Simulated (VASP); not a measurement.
# KF (Carobbiite) (Fm-3m) in VASP: settings compared

KF (Carobbiite) is run at these levels: PBE, r2SCAN; tasks: single point.

Program: VASP 6.6.1. These are calculated values, not measurements. Logs are shortened: lines on timing, memory, paths and dates and some standing lists are left out, and cuts for length are marked.

### 1 The cell of the first run

It takes space group Fm-3m (No. 225, cubic). Conventional cell: a = 5.318 Å, b = 5.318 Å, c = 5.318 Å, α = 90.00°, β = 90.00°, γ = 90.00°. K (site symmetry m-3m) has 6 F at 2.66 Å within 3.5 Å. F (site symmetry m-3m) has 6 K at 2.66 Å within 3.5 Å.

### 2 Single point, PBE

File INCAR:

```
PREC = Accurate ; ENCUT = 520
EDIFF = 1E-6 ; ISMEAR = 0
SIGMA = 0.01 ; LREAL = False
LASPH = True ; NELM = 60
ALGO = Normal ; ISIF = 2
LWAVE = False ; LCHARG = False
GGA = PE ; NBANDS = 15
```

File KPOINTS:

```
regular mesh
0
Gamma
  6 6 6
```

File POSCAR:

```
KF
1.0
    0.0000000000      2.6589566738      2.6589566738
    2.6589566738      0.0000000000      2.6589566738
    2.6589566738      2.6589566738      0.0000000000
K F
1 1
Direct
    0.0000000000      0.0000000000      0.0000000000
    0.5000000000      0.5000000000      0.5000000000
```

Potentials or basis: VASP PAW PBE potentials, release 64 (K_sv, F).

Launch:

```sh
$ cat potpaw_PBE.64/K_sv/POTCAR potpaw_PBE.64/F/POTCAR > POTCAR
$ mpirun -np 1 vasp_std > vasp.out
```

OUTCAR:

```text
PREC = Accurate
   ENCUT = 520
   EDIFF = 1E-6
   ISMEAR = 0
   LREAL = False
   LASPH = True
   NELM = 60
   ISIF = 2
   GGA = PE

 ion  position               nearest neighbor table
   1  0.000  0.000  0.000-   2 2.66   2 2.66   2 2.66   2 2.66   2 2.66   2 2.66
   2  0.500  0.500  0.500-   1 2.66   1 2.66   1 2.66   1 2.66   1 2.66   1 2.66

  LATTYP: Found a face centered cubic cell.
 ALAT       =     5.3179133476

  Lattice vectors:

 A1 = (   0.0000000000,   2.6589566738,   2.6589566738)
 A2 = (   2.6589566738,   0.0000000000,   2.6589566738)
 A3 = (   2.6589566738,   2.6589566738,   0.0000000000)

Analysis of symmetry for initial positions (statically):
=====================================================================
 Subroutine PRICEL returns:
 Original cell was already a primitive cell.

 Routine SETGRP: Setting up the symmetry group for a
 face centered cubic supercell.

 Subroutine GETGRP returns: Found 48 space group operations
 (whereof 48 operations were pure point group operations)
 out of a pool of 48 trial point group operations.

The static configuration has the point symmetry O_h .

Analysis of symmetry for dynamics (positions and initial velocities):
=====================================================================
 Subroutine PRICEL returns:
 Original cell was already a primitive cell.

 Routine SETGRP: Setting up the symmetry group for a
 face centered cubic supercell.

 Subroutine GETGRP returns: Found 48 space group operations
 (whereof 48 operations were pure point group operations)
 out of a pool of 48 trial point group operations.

The dynamic configuration has the point symmetry O_h .

 Subroutine INISYM returns: Found 48 space group operations
 (whereof 48 operations are pure point group operations),
 and found     1 'primitive' translations

----------------------------------------------------------------------------------------

                                     Primitive cell

  volume of cell :      37.5979

  direct lattice vectors                    reciprocal lattice vectors
     0.000000000  2.658956674  2.658956674    -0.188043681  0.188043681  0.188043681
     2.658956674  0.000000000  2.658956674     0.188043681 -0.188043681  0.188043681
     2.658956674  2.658956674  0.000000000     0.188043681  0.188043681 -0.188043681

  length of vectors
     3.760332590  3.760332590  3.760332590     0.325701209  0.325701209  0.325701209

  position of ions in fractional coordinates (direct lattice)
     0.000000000  0.000000000  0.000000000
     0.500000000  0.500000000  0.500000000

  ion indices of the primitive-cell ions
   primitive index   ion index
                 1           1
                 2           2

----------------------------------------------------------------------------------------

 KPOINTS: regular mesh

Automatic generation of k-mesh.
 Grid dimensions read from file:
 generate k-points for:    6    6    6

 Generating k-lattice:

  Cartesian coordinates                     Fractional coordinates (reciprocal lattice)
    -0.031340613  0.031340613  0.031340613     0.166666667  0.000000000  0.000000000
     0.031340613 -0.031340613  0.031340613     0.000000000  0.166666667  0.000000000
     0.031340613  0.031340613 -0.031340613     0.000000000  0.000000000  0.166666667

  Length of vectors
     0.054283535  0.054283535  0.054283535

  Shift w.r.t. Gamma in fractional coordinates (k-lattice)
     0.000000000  0.000000000  0.000000000

 Subroutine IBZKPT returns following result:
 ===========================================

 Found     16 irreducible k-points:

 Following reciprocal coordinates:
            Coordinates               Weight
  0.000000  0.000000  0.000000      1.000000
  0.166667  0.000000  0.000000      8.000000
  0.333333  0.000000  0.000000      8.000000
  0.500000  0.000000  0.000000      4.000000
  0.166667  0.166667  0.000000      6.000000
  0.333333  0.166667  0.000000     24.000000
[... 8 lines left out ...]
 -0.333333  0.333333  0.166667     24.000000
 -0.333333  0.500000  0.166667     12.000000
   k-points           NKPTS =     16   k-points in BZ     NKDIM =     16   number of bands    NBANDS=     15
   number of dos      NEDOS =    301   number of ions     NIONS =      2
   total plane-waves  NPLWV =  21952
   dimension x,y,z NGX =    28 NGY =   28 NGZ =   28
   dimension x,y,z NGXF=    56 NGYF=   56 NGZF=   56
   ions per type =               1   1
   NGX,Y,Z   is equivalent  to a cutoff of  12.38, 12.38, 12.38 a.u.
   NGXF,Y,Z  is equivalent  to a cutoff of  24.76, 24.76, 24.76 a.u.
 SYSTEM =  unknown system
   PREC   = accura    normal or accurate (medium, high low for compatibility)
   ISTART =      0    job   : 0-new  1-cont  2-samecut
   ICHARG =      2    charge: 1-file 2-atom 10-const
   ISPIN  =      1    spin polarized calculation?
   LNONCOLLINEAR =      F non collinear calculations
   LSORBIT =      F    spin-orbit coupling
   LASPH  =      T    aspherical Exc in radial PAW
   ENCUT  =  520.0 eV  38.22 Ry    6.18 a.u.   6.99  6.99  6.99*2*pi/ulx,y,z
   NELM   =     60;   NELMIN=  2; NELMDL= -5     # of ELM steps
   EDIFF  = 0.1E-05   stopping-criterion for ELM
   LREAL  =      F    real-space projection
   EDIFFG = 0.1E-04   stopping-criterion for IOM
   NSW    =      0    number of steps for IOM
   IBRION =     -1    ionic relax: 0-MD 1-quasi-New 2-CG
   NFREE  =      0    steps in history (QN), initial steepest desc. (CG)
   ISIF   =      2    stress and relaxation
   ISYM   =      2    0-nonsym 1-usesym 2-fastsym
   POTIM  = 0.5000    time-step for ionic-motion
   TEBEG  =    0.0;   TEEND  =   0.0 temperature during run
   PSTRESS=    0.0 pullay stress
   NELECT =      16.0000    total number of electrons
   NUPDOWN=      -1.0000    fix difference up-down
   EMIN   =  10.00;   EMAX   =-10.00  energy-range for DOS
   EFERMI =   0.00;   METHOD = LEGACY
   ISMEAR =     0;   SIGMA  =   0.01  broadening in eV -4-tet -1-fermi 0-gaus
   EFERMI_NEDOS =   21; number of points for ismear=-14 and -15
   IALGO  =     38    algorithm
   IMIX   =      4    mixing-type and parameters
     AMIX     =   0.40;   BMIX     =  1.00
     AMIX_MAG =   1.60;   BMIX_MAG =  1.00
  volume/ion in A,a.u.               =      18.80       126.86
  Fermi-wavevector in a.u.,A,eV,Ry     =   1.231384  2.326979 20.630609  1.516307
  Thomas-Fermi vector in A             =   2.366196
   LORBIT       =      0    0 simple, 1 ext, 2 COOP (PROOUT), +10 PAW based schemes
   GGA     = PE    functional components
   LHFCALC =     F    Hartree Fock is set to
   AEXX    =    0.0000 exact exchange contribution
   IVDW    =     0    specifies the selected vdW correction
   LEPSILON=     F    determine dielectric tensor
   LRPA    =     F    only Hartree local field effects (RPA)
 non-spin polarized calculation
 Gauss-broadening in eV      SIGMA  =   0.01
  energy-cutoff  :      520.00
  volume of cell :       37.60
 maximum number of plane-waves:      1020
   NGX = 13   NGY = 13   NGZ = 13

 number of electron      16.0000010 magnetization

 Free energy of the ion-electron system (eV)
  ---------------------------------------------------
  ext. energy  EPLUGINS =         0.00000000
  ---------------------------------------------------
  free energy    TOTEN  =        -8.28358656 eV

  energy without entropy =       -8.28358656  energy(sigma->0) =       -8.28358656

 E-fermi :  -2.6425     XC(G=0):  -8.4698

 val. band max:       -2.7652091202   @ k =   0.0000   0.0000   0.0000
 cond. band min:       3.4771069644   @ k =   0.0000   0.0000   0.0000
 fundamental gap:      6.2423160846
 Fermi energy:        -2.6424598836

 k-point     1 :       0.0000    0.0000    0.0000
  band No.  band energies     occupation
      1     -28.8629      2.00000
      2     -21.4291      2.00000
      3     -12.1024      2.00000
      4     -12.1024      2.00000
      5     -12.1024      2.00000
      6      -2.7652      2.00000
      7      -2.7652      2.00000
      8      -2.7652      2.00000
      9       3.4771      0.00000
     10       7.9544      0.00000
     11       7.9544      0.00000
     12       7.9544      0.00000
     13       9.6456      0.00000
     14       9.6456      0.00000
     15      14.2708      0.00000

 k-point     2 :       0.1667    0.0000    0.0000
  band No.  band energies     occupation
      1     -28.8378      2.00000
      2     -21.4529      2.00000
      3     -12.1741      2.00000
      4     -12.1120      2.00000
      5     -12.1120      2.00000
      6      -3.0023      2.00000
      7      -2.8579      2.00000
      8      -2.8579      2.00000
      9       4.2290      0.00000
     10       7.5732      0.00000
     11       8.3208      0.00000
     12       8.3208      0.00000
     13       9.9100      0.00000
     14       9.9100      0.00000
     15      15.4940      0.00000

 k-point     3 :       0.3333    0.0000    0.0000
  band No.  band energies     occupation
      1     -28.7870      2.00000
      2     -21.5008      2.00000
      3     -12.3153      2.00000
      4     -12.1307      2.00000
      5     -12.1307      2.00000
      6      -3.4001      2.00000
      7      -3.0371      2.00000
      8      -3.0371      2.00000
      9       5.7852      0.00000
     10       7.3819      0.00000
     11       9.0553      0.00000
     12       9.0553      0.00000
     13      10.7539      0.00000
     14      10.7539      0.00000
     15      15.1549      0.00000
[... 199 lines left out ...]
 k-point    15 :      -0.3333    0.3333    0.1667
  band No.  band energies     occupation
      1     -28.7426      2.00000
      2     -21.4882      2.00000
      3     -12.4687      2.00000
      4     -12.4186      2.00000
      5     -12.1868      2.00000
      6      -3.2521      2.00000
      7      -2.9969      2.00000
      8      -2.9749      2.00000
      9       6.8545      0.00000
     10       7.1940      0.00000
     11       8.7555      0.00000
     12      10.5174      0.00000
     13      11.1390      0.00000
     14      12.3803      0.00000
     15      12.8733      0.00000

 k-point    16 :      -0.3333    0.5000    0.1667
  band No.  band energies     occupation
      1     -28.7371      2.00000
      2     -21.4692      2.00000
      3     -12.5966      2.00000
      4     -12.4153      2.00000
      5     -12.2251      2.00000
      6      -3.0915      2.00000
      7      -2.9544      2.00000
      8      -2.8815      2.00000
      9       6.2074      0.00000
     10       7.9308      0.00000
     11       8.2598      0.00000
     12      10.8533      0.00000
     13      11.5602      0.00000
     14      12.4485      0.00000
     15      12.6884      0.00000

------------------------ aborting loop because EDIFF is reached ----------------------------------------

  FORCE on cell =-STRESS in cart. coord.  units (eV):
  Direction    XX          YY          ZZ          XY          YZ          ZX
  --------------------------------------------------------------------------------------
  -------------------------------------------------------------------------------------
  Total        0.4613489      0.4613489      0.4613489     -0.0000000      0.0000000     -0.0000000
  in kB       19.6596745     19.6596745     19.6596745     -0.0000000      0.0000000     -0.0000000
  external PRESSURE =      19.6596745 kB  Pullay stress =       0.0000000 kB

 VOLUME and BASIS-vectors are now :
 -----------------------------------------------------------------------------
  energy-cutoff  :      520.00
  volume of cell :       37.60
      direct lattice vectors                 reciprocal lattice vectors
     0.000000000  2.658956674  2.658956674    -0.188043681  0.188043681  0.188043681
     2.658956674  0.000000000  2.658956674     0.188043681 -0.188043681  0.188043681
     2.658956674  2.658956674  0.000000000     0.188043681  0.188043681 -0.188043681

 POSITION                                       TOTAL-FORCE (eV/Angst)
 -----------------------------------------------------------------------------------
      0.00000      0.00000      0.00000        -0.000000      0.000000      0.000000
      2.65896      2.65896      2.65896         0.000000     -0.000000     -0.000000
 -----------------------------------------------------------------------------------
    total drift:                                0.000000      0.000000      0.000000

  FREE ENERGIE OF THE ION-ELECTRON SYSTEM (eV)
  ---------------------------------------------------
  free  energy   TOTEN  =        -8.2835865638 eV

  energy  without entropy=       -8.2835865638  energy(sigma->0) =       -8.28358656
```

Wall time 8.1 s (1 thread of Intel Xeon Platinum 8375C at 2.90GHz (Ice Lake), shared host); peak memory 0.15 GiB.

What came out:

* Free energy: -8.2836 eV
* Pressure: 2.0 GPa
* Band gap on the k mesh: 6.24 eV, direct

[end of part 1 of 2]
